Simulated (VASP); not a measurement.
# HfH (Pm-3m) in VASP: further runs, part 2 of 2

VASP 6.6.1.

## (4) Relaxation of cell and atoms, PBE

This run uses another cell than the first one, of 15.03 Å³/atom, 1.206 times its volume.

INCAR reads:

```
SYSTEM = HfH
PREC = Accurate ; ENCUT = 600
EDIFF = 1E-7 ; ISMEAR = 0
SIGMA = 0.1 ; LREAL = .False.
LASPH = .True. ; NELM = 60
ALGO = Normal ; ISIF = 3
LWAVE = .False. ; LCHARG = .False.
GGA = PE ; IBRION = 2
NSW = 90 ; EDIFFG = -0.04
```

KPOINTS reads:

```
Automatic mesh
0
Gamma
  6 6 6
  0 0 0
```

POSCAR reads:

```
HfH
1.0
    3.1091846900      0.0000000000      0.0000000000
    0.0000000000      3.1091846900      0.0000000000
    0.0000000000      0.0000000000      3.1091846900
Hf H
1 1
Direct
    0.5000000000      0.5000000000      0.5000000000
    0.0000000000      0.0000000000      0.0000000000
```

Potentials or basis: VASP PAW PBE potentials, release 64 (Hf_pv, H).

On the command line:

```bash
cat potpaw_PBE.64/Hf_pv/POTCAR potpaw_PBE.64/H/POTCAR > POTCAR
mpirun -np 1 vasp_std > vasp.out
```

OUTCAR:

```text
SYSTEM = HfH
   PREC = Accurate
   ENCUT = 600
   EDIFF = 1E-7
   ISMEAR = 0
   LREAL = .False.
   LASPH = .True.
   NELM = 60
   ISIF = 3
   GGA = PE
   IBRION = 2
   NSW = 90
   EDIFFG = -0.04

 ion  position               nearest neighbor table
   1  0.500  0.500  0.500-
   2  0.000  0.000  0.000-

  LATTYP: Found a simple cubic cell.
 ALAT       =     3.1091846900

  Lattice vectors:

 A1 = (   3.1091846900,   0.0000000000,   0.0000000000)
 A2 = (   0.0000000000,   3.1091846900,   0.0000000000)
 A3 = (   0.0000000000,   0.0000000000,   3.1091846900)

Analysis of symmetry for initial positions (statically):
=====================================================================
 Subroutine PRICEL returns:
 Original cell was already a primitive cell.

 Routine SETGRP: Setting up the symmetry group for a
 simple cubic supercell.

 Subroutine GETGRP returns: Found 48 space group operations
 (whereof 48 operations were pure point group operations)
 out of a pool of 48 trial point group operations.

The static configuration has the point symmetry O_h .

Analysis of symmetry for dynamics (positions and initial velocities):
=====================================================================
 Subroutine PRICEL returns:
 Original cell was already a primitive cell.

 Routine SETGRP: Setting up the symmetry group for a
 simple cubic supercell.

 Subroutine GETGRP returns: Found 48 space group operations
 (whereof 48 operations were pure point group operations)
 out of a pool of 48 trial point group operations.

The dynamic configuration has the point symmetry O_h .

 Subroutine INISYM returns: Found 48 space group operations
 (whereof 48 operations are pure point group operations),
 and found     1 'primitive' translations

----------------------------------------------------------------------------------------

                                     Primitive cell

  volume of cell :      30.0566

  direct lattice vectors                    reciprocal lattice vectors
     3.109184690  0.000000000  0.000000000     0.321627725  0.000000000  0.000000000
     0.000000000  3.109184690  0.000000000     0.000000000  0.321627725  0.000000000
     0.000000000  0.000000000  3.109184690     0.000000000  0.000000000  0.321627725

  length of vectors
     3.109184690  3.109184690  3.109184690     0.321627725  0.321627725  0.321627725

  position of ions in fractional coordinates (direct lattice)
     0.500000000  0.500000000  0.500000000
     0.000000000  0.000000000  0.000000000

  ion indices of the primitive-cell ions
   primitive index   ion index
                 1           1
                 2           2

----------------------------------------------------------------------------------------

 KPOINTS: Automatic mesh

Automatic generation of k-mesh.
 Grid dimensions read from file:
 generate k-points for:    6    6    6

 Generating k-lattice:

  Cartesian coordinates                     Fractional coordinates (reciprocal lattice)
     0.053604621  0.000000000  0.000000000     0.166666667  0.000000000  0.000000000
     0.000000000  0.053604621  0.000000000     0.000000000  0.166666667  0.000000000
     0.000000000  0.000000000  0.053604621     0.000000000  0.000000000  0.166666667

  Length of vectors
     0.053604621  0.053604621  0.053604621

  Shift w.r.t. Gamma in fractional coordinates (k-lattice)
     0.000000000  0.000000000  0.000000000

 Subroutine IBZKPT returns following result:
 ===========================================

 Found     20 irreducible k-points:

 Following reciprocal coordinates:
            Coordinates               Weight
  0.000000  0.000000  0.000000      1.000000
  0.166667  0.000000  0.000000      6.000000
  0.333333  0.000000  0.000000      6.000000
  0.500000  0.000000  0.000000      3.000000
  0.166667  0.166667  0.000000     12.000000
  0.333333  0.166667  0.000000     24.000000
[... 12 lines left out ...]
  0.500000  0.500000  0.333333      6.000000
  0.500000  0.500000  0.500000      1.000000
   k-points           NKPTS =     20   k-points in BZ     NKDIM =     20   number of bands    NBANDS=      9
   number of dos      NEDOS =    301   number of ions     NIONS =      2
   total plane-waves  NPLWV =  21952
   dimension x,y,z NGX =    28 NGY =   28 NGZ =   28
   dimension x,y,z NGXF=    56 NGYF=   56 NGZF=   56
   ions per type =               1   1
   NGX,Y,Z   is equivalent  to a cutoff of  14.97, 14.97, 14.97 a.u.
   NGXF,Y,Z  is equivalent  to a cutoff of  29.94, 29.94, 29.94 a.u.
 SYSTEM =  HfH
   PREC   = accura    normal or accurate (medium, high low for compatibility)
   ISTART =      0    job   : 0-new  1-cont  2-samecut
   ICHARG =      2    charge: 1-file 2-atom 10-const
   ISPIN  =      1    spin polarized calculation?
   LNONCOLLINEAR =      F non collinear calculations
   LSORBIT =      F    spin-orbit coupling
   LASPH  =      T    aspherical Exc in radial PAW
   ENCUT  =  600.0 eV  44.10 Ry    6.64 a.u.   6.21  6.21  6.21*2*pi/ulx,y,z
   NELM   =     60;   NELMIN=  2; NELMDL= -5     # of ELM steps
   EDIFF  = 0.1E-06   stopping-criterion for ELM
   LREAL  =      F    real-space projection
   EDIFFG = -.4E-01   stopping-criterion for IOM
   NSW    =     90    number of steps for IOM
   IBRION =      2    ionic relax: 0-MD 1-quasi-New 2-CG
   NFREE  =      1    steps in history (QN), initial steepest desc. (CG)
   ISIF   =      3    stress and relaxation
   ISYM   =      2    0-nonsym 1-usesym 2-fastsym
   POTIM  = 0.5000    time-step for ionic-motion
   TEBEG  =    0.0;   TEEND  =   0.0 temperature during run
   PSTRESS=    0.0 pullay stress
   NELECT =      11.0000    total number of electrons
   NUPDOWN=      -1.0000    fix difference up-down
   EMIN   =  10.00;   EMAX   =-10.00  energy-range for DOS
   EFERMI =   0.00;   METHOD = LEGACY
   ISMEAR =     0;   SIGMA  =   0.10  broadening in eV -4-tet -1-fermi 0-gaus
   EFERMI_NEDOS =   21; number of points for ismear=-14 and -15
   IALGO  =     38    algorithm
   IMIX   =      4    mixing-type and parameters
     AMIX     =   0.40;   BMIX     =  1.00
     AMIX_MAG =   1.60;   BMIX_MAG =  1.00
  volume/ion in A,a.u.               =      15.03       101.42
  Fermi-wavevector in a.u.,A,eV,Ry     =   1.171006  2.212881 18.657065  1.371256
  Thomas-Fermi vector in A             =   2.307456
   LORBIT       =      0    0 simple, 1 ext, 2 COOP (PROOUT), +10 PAW based schemes
   GGA     = PE    functional components
   LHFCALC =     F    Hartree Fock is set to
   AEXX    =    0.0000 exact exchange contribution
   IVDW    =     0    specifies the selected vdW correction
   LEPSILON=     F    determine dielectric tensor
   LRPA    =     F    only Hartree local field effects (RPA)
 conjugate gradient relaxation of ions
 non-spin polarized calculation
 Gauss-broadening in eV      SIGMA  =   0.10
  energy-cutoff  :      600.00
  volume of cell :       30.06
 maximum number of plane-waves:      1024
 NGX is ok and might be reduce to    28
   NGX = 13   NGY = 13   NGZ = 13

--------------------------------------- Ionic step        1  -------------------------------------------

 number of electron      11.0000001 magnetization

 Free energy of the ion-electron system (eV)
  ---------------------------------------------------
  ext. energy  EPLUGINS =         0.00000000
  ---------------------------------------------------
  free energy    TOTEN  =       -12.26929668 eV

  energy without entropy =      -12.26036080  energy(sigma->0) =      -12.26482874

 E-fermi :   3.6401     XC(G=0): -10.4593

 val. band max:        3.6160832189   @ k =   0.3333   0.1667   0.1667
 cond. band min:       3.7102935456   @ k =   0.5000   0.5000   0.1667
 fundamental gap:      0.0942103267
 Fermi energy:         3.6400752161

 k-point     1 :       0.0000    0.0000    0.0000
  band No.  band energies     occupation
      1     -27.0348      2.00000
      2     -27.0348      2.00000
      3     -27.0348      2.00000
      4      -4.7421      2.00000
      5       2.3293      2.00000
      6       2.3293      2.00000
      7       8.6095      0.00000
      8       8.6233      0.00000
      9       8.6234      0.00000
[... 295 lines left out ...]
  energy  without entropy=      -12.5421222364  energy(sigma->0) =      -12.54594319

--------------------------------------- Ionic step        3  -------------------------------------------

 number of electron      11.0000000 magnetization

 Free energy of the ion-electron system (eV)
  ---------------------------------------------------
  ext. energy  EPLUGINS =         0.00000000
  ---------------------------------------------------
  free energy    TOTEN  =       -12.55130834 eV

  energy without entropy =      -12.54367029  energy(sigma->0) =      -12.54748932

 E-fermi :   4.8714     XC(G=0): -11.3020

 val. band max:        4.8420331481   @ k =   0.3333   0.1667   0.1667
 cond. band min:       5.1316650117   @ k =   0.5000   0.3333   0.1667
 fundamental gap:      0.2896318636
 Fermi energy:         4.8714314976

 k-point     1 :       0.0000    0.0000    0.0000
  band No.  band energies     occupation
      1     -25.1654      2.00000
      2     -25.1654      2.00000
      3     -25.1654      2.00000
      4      -4.5262      2.00000
      5       3.1585      2.00000
      6       3.1585      2.00000
      7      11.0939      0.00000
      8      11.0939      0.00000
      9      11.0970      0.00000
[... 255 lines left out ...]
  FREE ENERGIE OF THE ION-ELECTRON SYSTEM (eV)
  ---------------------------------------------------
  free  energy   TOTEN  =       -12.5513083431 eV

  energy  without entropy=      -12.5436702947  energy(sigma->0) =      -12.54748932

 reached required accuracy - stopping structural energy minimisation
```

OSZICAR:

```text
N       E                     dE             d eps       ncg     rms          rms(c)
DAV:   1     0.320611866175E+01    0.32061E+01   -0.63506E+03   368   0.115E+03
DAV:   2    -0.121492217564E+02   -0.15355E+02   -0.14581E+02   449   0.130E+02
DAV:   3    -0.127390512824E+02   -0.58983E+00   -0.51005E+00   498   0.165E+01
[... 27 lines left out ...]
DAV:   4    -0.125513290936E+02    0.27120E-04   -0.93018E-05   421   0.911E-02    0.191E-01
DAV:   5    -0.125513086121E+02    0.20481E-04   -0.77973E-05   393   0.546E-02    0.173E-02
DAV:   6    -0.125513084966E+02    0.11557E-06   -0.29946E-06   399   0.114E-02    0.538E-03
DAV:   7    -0.125513083654E+02    0.13119E-06   -0.20921E-07   404   0.310E-03    0.161E-03
DAV:   8    -0.125513083431E+02    0.22291E-07   -0.24548E-08   183   0.924E-04
   3 F= -.12551308E+02 E0= -.12547489E+02  d E =-.282012E+00
```

Wall time 13 s (1 thread of AMD EPYC 9R14 (Zen 4), shared host); peak memory 0.14 GiB.

What came out:

```
Free energy                            : -12.5513 eV
Relaxed volume                         : 12.39 Å³/atom
Relaxed cell                           : a = 2.916 Å, b = 2.916 Å, c = 2.916 Å, α = 90.00°, β = 90.00°, γ = 90.00°
Space group after relaxing (to 0.05 Å) : Pm-3m (No. 221)
Energy gained by relaxing              : 141.0 meV/atom
Ionic steps                            : 3
Pressure after relaxing                : 0.1 GPa
```

Step by step:
```
step  energy change (eV)  largest force (eV/Å)  pressure (GPa)  volume (Å³)
   1              0.0000                0.0000          -14.65        30.06
   2             -0.2805                0.0000            1.53        24.47
   3             -0.2820                0.0000            0.06        24.78
```

Final structure:
```
CELL_PARAMETERS angstrom
2.91559 0.00000 0.00000
0.00000 2.91559 0.00000
0.00000 0.00000 2.91559
ATOMIC_POSITIONS crystal
Hf 0.50000 0.50000 0.50000
H 0.00000 0.00000 0.00000
```

Caveat: the volume moved by over 15 % at a fixed basis, so the end points are rough; spin-orbit coupling is left out, which moves the levels of the heavy elements.

## (5) Single point, PBE

This run uses another cell than the first one, of 12.25 Å³/atom, 0.984 times its volume.

INCAR reads:

```
PREC = Accurate
ENCUT = 520
EDIFF = 1E-7
ISMEAR = 0
SIGMA = 0.1
LREAL = F
LASPH = T
NELM = 80
ALGO = Normal
ISIF = 2
LWAVE = F
LCHARG = T
GGA = PE
LELF = T
LVHAR = T
NBANDS = 12
```

KPOINTS reads:

```
regular mesh
0
Gamma
  18 18 18
```

POSCAR reads:

```
HfH
1.0
    2.9047773039      0.0000000000      0.0000000000
    0.0000000000      2.9047773039      0.0000000000
    0.0000000000      0.0000000000      2.9047773039
Hf H
1 1
Direct
    0.5000000000      0.5000000000      0.5000000000
    0.0000000000      0.0000000000      0.0000000000
```

Potentials or basis: VASP PAW PBE potentials, release 64 (Hf_pv, H).

On the command line:

```bash
cat potpaw_PBE.64/Hf_pv/POTCAR potpaw_PBE.64/H/POTCAR > POTCAR
mpirun -np 1 vasp_std > vasp.out
```

OUTCAR:

```text
PREC = Accurate
   ENCUT = 520
   EDIFF = 1E-7
   ISMEAR = 0
   LREAL = F
   LASPH = T
   NELM = 80
   ISIF = 2
   GGA = PE

 ion  position               nearest neighbor table
   1  0.500  0.500  0.500-
   2  0.000  0.000  0.000-

  LATTYP: Found a simple cubic cell.
 ALAT       =     2.9047773039

  Lattice vectors:

 A1 = (   2.9047773039,   0.0000000000,   0.0000000000)
 A2 = (   0.0000000000,   2.9047773039,   0.0000000000)
[... 542 lines left out ...]
     12      18.0373      0.00000

 [... further k-points ...]

------------------------ aborting loop because EDIFF is reached ----------------------------------------

  FORCE on cell =-STRESS in cart. coord.  units (eV):
  Direction    XX          YY          ZZ          XY          YZ          ZX
  --------------------------------------------------------------------------------------
  -------------------------------------------------------------------------------------
  Total       -0.0823584     -0.0823584     -0.0823584     -0.0000000     -0.0000000      0.0000000
  in kB       -5.3836899     -5.3836899     -5.3836899     -0.0000000     -0.0000000      0.0000000
  external PRESSURE =      -5.3836899 kB  Pullay stress =       0.0000000 kB

 VOLUME and BASIS-vectors are now :
 -----------------------------------------------------------------------------
  energy-cutoff  :      520.00
  volume of cell :       24.51
      direct lattice vectors                 reciprocal lattice vectors
     2.904777304  0.000000000  0.000000000     0.344260470  0.000000000  0.000000000
     0.000000000  2.904777304  0.000000000     0.000000000  0.344260470  0.000000000
     0.000000000  0.000000000  2.904777304     0.000000000  0.000000000  0.344260470

 POSITION                                       TOTAL-FORCE (eV/Angst)
 -----------------------------------------------------------------------------------
      1.45239      1.45239      1.45239         0.000000      0.000000      0.000000
      0.00000      0.00000      0.00000         0.000000      0.000000      0.000000
 -----------------------------------------------------------------------------------
    total drift:                                0.000000     -0.000000     -0.000000

  FREE ENERGIE OF THE ION-ELECTRON SYSTEM (eV)
  ---------------------------------------------------
  free  energy   TOTEN  =       -12.5658297541 eV

  energy  without entropy=      -12.5615934796  energy(sigma->0) =      -12.56371162
```

OSZICAR:

```text
N       E                     dE             d eps       ncg     rms          rms(c)
DAV:   1     0.139843264777E+02    0.13984E+02   -0.56052E+03  5360   0.790E+02
DAV:   2    -0.123599882927E+02   -0.26344E+02   -0.25066E+02  6296   0.163E+02
DAV:   3    -0.129674054620E+02   -0.60742E+00   -0.60160E+00  6416   0.168E+01
DAV:   4    -0.129699594262E+02   -0.25540E-02   -0.25536E-02  6152   0.134E+00
DAV:   5    -0.129699760570E+02   -0.16631E-04   -0.16631E-04  6500   0.922E-02    0.316E+01
DAV:   6    -0.126139798413E+02    0.35600E+00   -0.43154E-01  6084   0.398E+00    0.202E+01
DAV:   7    -0.125837711537E+02    0.30209E-01   -0.38489E-01  6328   0.392E+00    0.225E+00
DAV:   8    -0.125657673375E+02    0.18004E-01   -0.68591E-02  6000   0.162E+00    0.129E-01
DAV:   9    -0.125658112610E+02   -0.43923E-04   -0.24431E-03  6448   0.350E-01    0.853E-02
DAV:  10    -0.125658277713E+02   -0.16510E-04   -0.52390E-05  6392   0.490E-02    0.503E-02
DAV:  11    -0.125658302736E+02   -0.25023E-05   -0.10640E-05  6456   0.208E-02    0.160E-02
DAV:  12    -0.125658298817E+02    0.39189E-06   -0.57897E-07  6208   0.564E-03    0.661E-03
DAV:  13    -0.125658297523E+02    0.12936E-06   -0.10249E-07  4676   0.244E-03    0.710E-04
DAV:  14    -0.125658297541E+02   -0.18069E-08   -0.88522E-09  3892   0.854E-04
   1 F= -.12565830E+02 E0= -.12563712E+02  d E =-.423627E-02
```

stdout:

```text
POSCAR found type information on POSCAR HfH
 POSCAR found :  2 types and       2 ions
 scaLAPACK will be used
 LDA part: xc-table for (Slater+PW92), standard interpolation
 POSCAR, INCAR and KPOINTS ok, starting setup
 FFT: planning ... GRIDC
 FFT: planning ... GRID_SOFT
 FFT: planning ... GRID
 WAVECAR not read
 entering main loop
```

It took 33 s on 1 thread of AMD EPYC 9R14 (Zen 4), shared host; peak memory 0.16 GiB.

Results:

- Free energy: -12.5658 eV
- Pressure: -0.5 GPa

Caveat: spin-orbit coupling is left out, which moves the levels of the heavy elements.

## (6) Relaxation of cell and atoms, PBE

INCAR reads:

```
SYSTEM = HfH
PREC = Accurate
ENCUT = 600
EDIFF = 1E-7
ISMEAR = 0
SIGMA = 0.1
LREAL = .FALSE.
LASPH = .TRUE.
NELM = 100
ALGO = Normal
ISIF = 3
LWAVE = .FALSE.
LCHARG = .FALSE.
GGA = PE
IBRION = 2
NSW = 100
EDIFFG = -0.01
```

KPOINTS reads:

```
regular mesh
0
G
  18 18 18
  0 0 0
```

POSCAR reads:

```
HfH
1.0
    2.9209231169      0.0000000000      0.0000000000
    0.0000000000      2.9209231169      0.0000000000
    0.0000000000      0.0000000000      2.9209231169
Hf H
1 1
Direct
    0.5000000000      0.5000000000      0.5000000000
    0.0000000000      0.0000000000      0.0000000000
```

Potentials or basis: VASP PAW PBE potentials, release 64 (Hf_pv, H).

On the command line:

```bash
cat potpaw_PBE.64/Hf_pv/POTCAR potpaw_PBE.64/H/POTCAR > POTCAR
mpirun -np 1 vasp_std > vasp.out
```

Wall time 54 s (1 thread of AMD EPYC 9R14 (Zen 4), shared host); peak memory 0.17 GiB.

The run converged. Its results:

```
Free energy                            : -12.5667 eV
Relaxed volume                         : 12.20 Å³/atom
Relaxed cell                           : a = 2.900 Å, b = 2.900 Å, c = 2.900 Å, α = 90.00°, β = 90.00°, γ = 90.00°
Space group after relaxing (to 0.05 Å) : Pm-3m (No. 221)
Energy gained by relaxing              : 1.8 meV/atom
Ionic steps                            : 3
Pressure after relaxing                : 0.0 GPa
```

Step by step:
| step | energy change (eV) | largest force (eV/Å) | pressure (GPa) | volume (Å³) |
| --- | --- | --- | --- | --- |
| 1 | 0.0000 | 0.0000 | -2.19 | 24.92 |
| 2 | -0.0035 | 0.0000 | 0.38 | 24.31 |
| 3 | -0.0036 | 0.0000 | 0.01 | 24.40 |

Final structure:
```xyz
2
Lattice="2.9003 0.0000 0.0000 0.0000 2.9003 0.0000 0.0000 0.0000 2.9003" Properties=species:S:1:pos:R:3 pbc="T T T"
Hf    1.4502    1.4502    1.4502
H     0.0000    0.0000    0.0000
```

Levels at points of the mesh, in eV from the Fermi level:
```csv
k point,band 4,band 5,band 6,band 7,band 8,band 9
"(0.00, 0.00, 0.00)",-9.46,-1.78,-1.78,6.29,6.29,6.29
"(0.50, 0.00, 0.00)",-5.32,-3.96,-0.79,2.49,2.49,6.71
"(0.50, 0.50, 0.00)",-6.39,-0.98,3.17,3.17,3.46,3.46
"(0.50, 0.50, 0.50)",-2.56,-2.17,-2.17,-2.17,8.94,8.94
```

Caveat: spin-orbit coupling is left out, which moves the levels of the heavy elements.

## (7) Overview

```csv
task,cell,k mesh,cutoff (eV),gap on the mesh (eV),pressure (GPa),relaxed volume (Å³/atom)
single point,"a = 2.921 Å, 2 atoms",6 × 6 × 6,520,none,-0.6,-
single point,"a = 3.109 Å, 2 atoms",6 × 6 × 6,520,none,-14.7,-
relaxation of cell and atoms,"relaxed from a = 3.109 Å, 2 atoms",6 × 6 × 6,600,none,0.1,12.39
single point,"a = 2.905 Å, 2 atoms",18 × 18 × 18,520,none,-0.5,-
relaxation of cell and atoms,"relaxed from a = 2.921 Å, 2 atoms",18 × 18 × 18,600,none,0.0,12.20
```

Alike in all rows: level PBE; potentials or basis VASP PAW PBE potentials, release 64 (Hf_pv, H); no spin polarisation; smearing gaussian 0.1 eV.

Caveats: spin-orbit coupling is left out, which moves the levels of the heavy elements; the volume moved by over 15 % at a fixed basis, so the end points are rough (some runs).

Absolute energies hang on the potentials; compare differences alone.
